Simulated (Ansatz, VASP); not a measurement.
## One calculation of Ga4SeS, two programs

INCAR

```
ALGO = Normal
EDIFF = 1E-6
EDIFFG = -0.04
ENCUT = 600
GGA = PE
IBRION = 2
ISIF = 3
ISMEAR = 0
LASPH = T
LCHARG = F
LREAL = F
LWAVE = F
NELM = 100
NSW = 90
PREC = Accurate
SIGMA = 0.1
```

The input KPOINTS:

```
k-points
0
Gamma
  4 4 2
```

The input POSCAR:

```
Ga4SeS
1.0
    4.3870661000      0.0000000000      0.0000000000
    0.0000000000      4.3870661000      0.0000000000
    0.0000000000      0.0000000000      7.7826974000
Ga Se S
4 1 1
Direct
    0.5000000000      0.5000000000      0.7406146400
    0.5000000000      0.5000000000      0.2593853600
    0.5000000000      0.0000000000      0.5000000000
    0.0000000000      0.5000000000      0.5000000000
    0.5000000000      0.5000000000      0.5000000000
    0.5000000000      0.5000000000      0.0000000000
```

Input for Ansatz:

```yaml
crystal:
  lattice:
    - [4.3870661, 0.0, 0.0]
    - [0.0, 4.3870661, 0.0]
    - [0.0, 0.0, 7.7826974]
  atoms:
    - { symbol: Ga, position: [0.5, 0.5, 0.74061464] }
    - { symbol: Ga, position: [0.5, 0.5, 0.25938536] }
    - { symbol: Ga, position: [0.5, 0.0, 0.5] }
    - { symbol: Ga, position: [0.0, 0.5, 0.5] }
    - { symbol: Se, position: [0.5, 0.5, 0.5] }
    - { symbol: S, position: [0.5, 0.5, 0.0] }
basis:
  ecutwfc: 420
kpoints:
  mp_grid: { grid: [4, 4, 2] }
hamiltonian:
  xc: pbe
scf:
  occupations: { method: gaussian, width: 0.1 }
  lower_state_search: "off"
output:
  forces: true
  stress: true
  eigenvalues: true
relax:
  adjacent_minimum: "off"
  f_tol: 0.04
  max_steps: 70
  cell: { stress_tol: 0.4 }
```

Alike in both runs: task relaxation of cell and atoms; functional PBE; k mesh 4 × 4 × 2; occupations gaussian, width 0.1 eV; no spin polarisation.

|  | VASP | Ansatz |
| --- | --- | --- |
| version | VASP 6.6.1 | Ansatz 0.2.0 |
| potentials or method | VASP PAW PBE potentials, release 64 (Ga_d, Se, S), cutoff 600 eV | scalar-relativistic, plane waves, PAW |
| valence electrons in the cell | 64 | 74 |

VASP gave:

* gap on the k mesh at the Fermi level, each at its own relaxed structure (eV): none
* relaxed volume (Å³/atom): 55.85
* relaxed cell length with the largest relative difference (Å): 12.453

Which values does Ansatz return?

gap on the k mesh at the Fermi level, each at its own relaxed structure (eV): none; relaxed volume (Å³/atom): 46.18; relaxed cell length with the largest relative difference (Å): 10.278.

A gap of «none» marks a metal or a gap that the smearing closes. One of these differences is far larger than is usual between the two programs; its cause wasn't traced. VASP's potentials hold 64 valence electrons a cell and Ansatz's 74, so a difference there can come from the potentials and not from the codes.

The k mesh is coarse, so the values compare programs but aren't converged. Noted on VASP's run: the volume moved by over 15 % at a fixed basis, so the end points are rough.
